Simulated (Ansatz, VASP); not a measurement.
**Two plane-wave programs on Ni**

Contents of POSCAR:

```
Ni
1.0
    0.0000000000      1.7658666700      1.7658666700
    1.7658666700      0.0000000000      1.7658666700
    1.7658666700      1.7658666700      0.0000000000
Ni
1
Direct
    0.0000000000      0.0000000000      0.0000000000
```

File INCAR.step1:

```
PREC = Accurate
ENCUT = 660
ISMEAR = -1
SIGMA = 0.1
LREAL = False
LASPH = True
NELM = 200
ISPIN = 2
MAGMOM = 2
LMAXMIX = 4
NBANDS = 15
GGA = PE
ALGO = Normal
EDIFF = 1E-5
LWAVE = True
LCHARG = False
GGA_COMPAT = False
```

File INCAR.step2:

```
PREC = Accurate
ENCUT = 660
EDIFF = 1E-6
ISMEAR = -1
SIGMA = 0.1
LREAL = False
LASPH = True
NELM = 200
ALGO = Normal
ISIF = 2
LWAVE = False
LCHARG = False
ISPIN = 2
MAGMOM = 2
LORBIT = 11
LMAXMIX = 4
METAGGA = R2SCAN
LMIXTAU = True
NBANDS = 15
ISTART = 1
GGA_COMPAT = False
```

File KPOINTS:

```
regular mesh
0
Gamma
  14 14 14
```

Input for Ansatz:

```yaml
crystal:
  lattice:
    - [0.0, 1.76586667, 1.76586667]
    - [1.76586667, 0.0, 1.76586667]
    - [1.76586667, 1.76586667, 0.0]
  atoms:
    - { symbol: Ni, position: [0.0, 0.0, 0.0], spin: 2.0 }
magnetization:
  spin_polarized: true
hamiltonian:
  xc: r2scan
  pseudopotentials: { kind: paw }
basis:
  ecutwfc: 500
kpoints:
  mp_grid: { grid: [14, 14, 14] }
scf:
  occupations: { method: fermi_dirac, width: 0.1 }
  lower_state_search: "off"
output:
  forces: true
  stress: true
  write_density: true
  write_potential: true
  elf: true
  volumetric_format: npy
```

Alike in both runs: task single point; functional r2SCAN; k mesh 14 × 14 × 14; occupations fermi-dirac, width 0.1 eV; collinear spin.

```csv
,VASP,Ansatz
version,VASP 6.6.1,Ansatz 0.2.0
potentials or method,"VASP PAW PBE potentials, release 64 (Ni), cutoff 660 eV","PAW, plane waves, scalar-relativistic"
valence electrons in the cell,10,18
```

VASP gave:

```
pressure (GPa)                                                : -8.1
net moment per atom (μB)                                      : 0.74
size of the moment on the site where the two differ most (μB) : 0.77
```

Problem. Estimate Ansatz's values.

Solution. Pressure (GPa): -8.7; net moment per atom (μB): 0.76; size of the moment on the site where the two differ most (μB): 0.83.

VASP's potentials were made for PBE, not for r2SCAN. Site moments also hang on the region over which each program counts them. VASP's potentials hold 10 valence electrons a cell and Ansatz's 18, so a difference there can come from the potentials and not from the codes. Ansatz's warnings: stability check not made.
